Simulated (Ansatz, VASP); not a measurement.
# One calculation of TaN, two programs

The input INCAR:

```
SYSTEM = TaN
  PREC = Accurate
  ENCUT = 520
  EDIFF = 1E-7
  ISMEAR = 0
  SIGMA = 0.15
  LREAL = .False.
  LASPH = .True.
  NELM = 100
  ALGO = Normal
  ISIF = 2
  LWAVE = .False.
  LCHARG = .False.
  GGA = PS
  NBANDS = 15
```

Contents of KPOINTS:

```
Automatic mesh
0
Gamma
  20 20 20
  0 0 0
```

File POSCAR:

```
TaN
1.0
    0.0901075934      2.2526898356      2.2526898356
    2.2526898356      0.0901075934      2.2526898356
    2.2526898356      2.2526898356      0.0901075934
Ta N
1 1
Direct
    0.5000000000      0.5000000000      0.5000000000
    0.0000000000      0.0000000000      0.0000000000
```

Input for Ansatz:

```yaml
crystal:
  lattice:
    - [0.0901075934, 2.2526898356, 2.2526898356]
    - [2.2526898356, 0.0901075934, 2.2526898356]
    - [2.2526898356, 2.2526898356, 0.0901075934]
  atoms:
    - { symbol: Ta, position: [0.5, 0.5, 0.5] }
    - { symbol: "N", position: [0.0, 0.0, 0.0] }
basis:
  ecutwfc: 520.0
kpoints:
  mp_grid: { grid: [20, 20, 20] }
hamiltonian:
  xc: pbesol
  pseudopotentials: { kind: paw, azcp: { folder: soft_1 } }
scf:
  occupations: { method: gaussian, width: 0.15 }
output:
  forces: true
  stress: true
  eigenvalues: true
```

Alike in both runs: task single point; functional PBEsol; k mesh 20 × 20 × 20; occupations gaussian, width 0.15 eV; no spin polarisation.

|  | VASP | Ansatz |
| --- | --- | --- |
| version | VASP 6.6.1 | Ansatz 0.2.0 |
| potentials or method | VASP PAW PBE potentials, release 64 (Ta_pv, N), cutoff 520 eV | scalar-relativistic, plane waves, PAW |
| valence electrons in the cell | 16 | 18 |

|  | VASP | Ansatz | Ansatz less VASP |
| --- | --- | --- | --- |
| gap on the k mesh at the Fermi level (eV) | none | none | - |
| pressure (GPa) | -7.6 | -8.7 | -1.12 |
| traceless stress, the component that is largest in VASP (GPa) | -2.33 | -2.37 | -0.035 |

VASP's potentials were made for PBE, not for PBEsol, and Ansatz warns of the same on its side. A gap of «none» marks a metal or a gap that the smearing closes. VASP's potentials hold 16 valence electrons a cell and Ansatz's 18, so a difference there can come from the potentials and not from the codes.

Neither program's run includes spin-orbit coupling.
